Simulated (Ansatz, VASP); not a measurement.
## CaSe: VASP beside Ansatz

INCAR

```
  PREC = Accurate
  ENCUT = 520
  EDIFF = 1E-6
  ISMEAR = -1
  SIGMA = 0.03
  LREAL = False
  LASPH = True
  NELM = 100
  ALGO = Normal
  ISIF = 2
  LWAVE = False
  LCHARG = False
  NBANDS = 15
```

File KPOINTS:

```
regular mesh
0
Gamma
  9 9 9
```

Contents of POSCAR:

```
CaSe
1.0
    0.0000000000      2.9300948315      2.9300948315
    2.9300948315      0.0000000000      2.9300948315
    2.9300948315      2.9300948315      0.0000000000
Ca Se
1 1
Direct
    0.0000000000      0.0000000000      0.0000000000
    0.5000000000      0.5000000000      0.5000000000
```

Input for Ansatz:

```yaml
crystal:
  lattice:
    - [0.0, 2.9300948315, 2.9300948315]
    - [2.9300948315, 0.0, 2.9300948315]
    - [2.9300948315, 2.9300948315, 0.0]
  atoms:
    - { symbol: Ca, position: [0.0, 0.0, 0.0] }
    - { symbol: Se, position: [0.5, 0.5, 0.5] }
kpoints:
  mp_grid: { grid: [9, 9, 9] }
scf:
  occupations: { method: fermi_dirac, width: 0.03 }
hamiltonian:
  xc: lda
  pseudopotentials: { kind: all_electron, lapw: { basis_error: 0.00025 } }
output:
  forces: true
  stress: true
  eigenvalues: true
```

Change from the starting cell: volume scaled by 0.96.

Alike in both runs: task single point; functional LDA; k mesh 9 × 9 × 9; occupations fermi-dirac, width 0.03 eV; no spin polarisation.

|  | VASP | Ansatz |
| --- | --- | --- |
| version | VASP 6.6.1 | Ansatz 0.2.0 |
| potentials or method | VASP PAW LDA potentials, release 64 (Ca_sv, Se), cutoff 520 eV | all-electron LAPW, scalar-relativistic |

Ansatz gave:

```
gap on the k mesh at the Fermi level (eV) : 1.85
pressure (GPa)                            : -1.9
```

Problem. Estimate VASP's values.

Solution. gap on the k mesh at the Fermi level (eV): 1.83; pressure (GPa): -1.6.

LDA's correlation is that of Perdew and Zunger in VASP and of Perdew and Wang (1992) in Ansatz. Ansatz ran all-electron here, and VASP with PAW potentials.
